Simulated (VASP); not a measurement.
Os, 1 atom in the cell. Symmetry: P6/mmm, No. 191, hexagonal system. The conventional cell has a = 2.669 Å, b = 2.669 Å, c = 2.559 Å, α = 90.00°, β = 90.00°, γ = 120.00°. Os (site symmetry 6/mmm) has 8 Os at 2.56 to 2.67 Å within 3.4 Å. This isn't the form of Os at room conditions, which is hcp.

* Program: VASP 6.6.1
* Task: single point
* Functional: PBE
* Potentials or basis: VASP PAW PBE potentials, release 64 (Os)
* Cutoff: 520 eV
* k mesh: 16 × 16 × 15
* Occupations: fermi-dirac, width 0.05 eV
* Spin: no spin polarisation
* Dipole correction: no
* Further INCAR settings: ALGO = Normal; EDIFF = 1e-07; NBANDS = 10

Potentials or basis: VASP PAW PBE potentials, release 64 (Os).

Launch:

```console
$ cat potpaw_PBE.64/Os/POTCAR > POTCAR
$ mpirun -np 1 vasp_std > vasp.out
```

Hardware: 1 thread of Intel Xeon 8259CL, on a shared host.

Task: How long does it take, and how much memory?

Result: Run time: 25 s on 1 thread of Intel Xeon 8259CL (shared host), peak memory 0.16 GiB. Counts: scf iterations 13, k points 240.
